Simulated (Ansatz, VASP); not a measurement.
SnO in VASP and in Ansatz

The input INCAR:

```
PREC     = Accurate       # precision mode
ENCUT    = 520            # plane-wave cutoff, eV
EDIFF    = 1E-7           # SCF threshold, eV
ISMEAR   = -1             # smearing method
SIGMA    = 0.01           # smearing width, eV
LREAL    = F              # projectors in reciprocal space
LASPH    = T              # aspherical terms in the spheres
NELM     = 80             # most SCF steps
ALGO     = Normal         # electronic algorithm
ISIF     = 2              # what is computed and relaxed
LWAVE    = F              # write WAVECAR
LCHARG   = F              # write CHGCAR
GGA      = PS             # functional
NBANDS   = 28             # bands
```

KPOINTS

```
Automatic mesh
0
Gamma
  8 8 6
```

File POSCAR:

```
SnO
1.0
    3.7259600000      0.0000000000      0.0000000000
    0.0000000000      3.7259600000      0.0000000000
    0.0000000000      0.0000000000      4.8360000000
Sn O
2 2
Direct
    0.0000000000      0.5000000000      0.2385000000
    0.5000000000      0.0000000000      0.7615000000
    0.0000000000      0.0000000000      0.0000000000
    0.5000000000      0.5000000000      0.0000000000
```

Input for Ansatz:

```yaml
crystal:
  lattice:
    - [3.72596, 0.0, 0.0]
    - [0.0, 3.72596, 0.0]
    - [0.0, 0.0, 4.836]
  atoms:
    - { symbol: Sn, position: [0.0, 0.5, 0.2385] }
    - { symbol: Sn, position: [0.5, 0.0, 0.7615] }
    - { symbol: O, position: [0.0, 0.0, 0.0] }
    - { symbol: O, position: [0.5, 0.5, 0.0] }
kpoints:
  mp_grid: { grid: [8, 8, 6] }
  band_path:
    path:
      - [0.0, 0.0, 0.0]
      - [0.0, 0.5, 0.0]
      - [0.5, 0.5, 0.0]
      - [0.0, 0.0, 0.0]
      - [0.0, 0.0, 0.5]
      - [0.0, 0.5, 0.5]
      - [0.5, 0.5, 0.5]
      - [0.0, 0.0, 0.5]
      - [0.0, 0.5, 0.0]
    npoints: 5
scf:
  occupations: { method: fermi_dirac, width: 0.01 }
hamiltonian:
  xc: pbesol
  pseudopotentials: { kind: all_electron, lapw: { basis_error: 0.001 } }
output:
  forces: true
  stress: true
  eigenvalues: true
```

Change from the starting cell: equal xx and yy strain of -2 %.

Alike in both runs: task single point; functional PBEsol; k mesh 8 × 8 × 6; occupations fermi-dirac, width 0.01 eV; no spin polarisation.

|  | VASP | Ansatz |
| --- | --- | --- |
| version | VASP 6.6.1 | Ansatz 0.2.0 |
| potentials or method | VASP PAW PBE potentials, release 64 (Sn_d, O), cutoff 520 eV | all-electron LAPW, scalar-relativistic |

VASP gave:

```
pressure (GPa)                                                : 4.8
traceless stress, the component that is largest in VASP (GPa) : -2.01
rms of the force components (eV/Å)                            : 0.271
```

Task: What did Ansatz give for the same quantities?

Result: Pressure (GPa): 4.5; traceless stress, the component that is largest in VASP (GPa): -2.02; rms of the force components (eV/Å): 0.230.

VASP's potentials were made for PBE, not for PBEsol. Atom by atom the forces differ by 0.041 eV/Å (rms over components). Ansatz ran all-electron here, and VASP with PAW potentials.
